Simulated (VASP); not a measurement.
A run of VASP 6.6.1 is set up as follows.

The input POSCAR:

```
ZnS
1.0
    0.0000000000      2.6945131942      2.6945131942
    2.6945131942      0.0000000000      2.6945131942
    2.6945131942      2.6945131942      0.0000000000
Zn S
1 1
Direct
    0.0000000000      0.0000000000      0.0000000000
    0.7500000000      0.7500000000      0.7500000000
```

File INCAR.step1:

```
ALGO = Normal
EDIFF = 1E-4
ENCUT = 520
GGA = PE
ISMEAR = 0
LASPH = True
LCHARG = False
LREAL = False
LWAVE = True
NBANDS = 16
NELM = 100
PREC = Accurate
SIGMA = 0.05
```

File INCAR.step2:

```
ALGO = Normal
EDIFF = 1E-6
ENCUT = 520
ISIF = 2
ISMEAR = 0
ISTART = 1
LASPH = True
LCHARG = False
LMIXTAU = True
LREAL = False
LWAVE = False
METAGGA = R2SCAN
NBANDS = 16
NELM = 100
PREC = Accurate
SIGMA = 0.05
```

The input KPOINTS:

```
k-points
0
Gamma
  8 8 8
```

Potentials or basis: VASP PAW PBE potentials, release 64 (Zn, S).

Command:

```sh
$ cat potpaw_PBE.64/Zn/POTCAR potpaw_PBE.64/S/POTCAR > POTCAR
$ cp INCAR.step1 INCAR
$ mpirun -np 1 vasp_std > vasp.out
$ cp INCAR.step2 INCAR
$ mpirun -np 1 vasp_std > vasp.out
```

(1) What does it give for the band gap on the k mesh?

(2) Predict the pressure.

## Answers

(1) 2.71 eV, direct.

(2) 0.0 GPa.

Caveat: the PAW data sets were made with another functional, which shifts forces and pressure a little.

**The experiment to reproduce.**

From “Electronic, vibrational, and thermodynamic properties of ZnS (zincblende and rocksalt structure)”, 2009, arxiv:0911.5022, for a bulk crystal of ZnS at 19 K: band gap 3.85 eV (direct).

A measured gap of ZnS is 3.85 eV (direct; 19 K; quoted in “Electronic, vibrational, and thermodynamic properties of ZnS (zincblende and rocksalt structure)”, 2009, arxiv:0911.5022); the calculated 2.71 eV misses it by -1.14 eV. The value is that of r2SCAN, without temperature or zero-point motion.
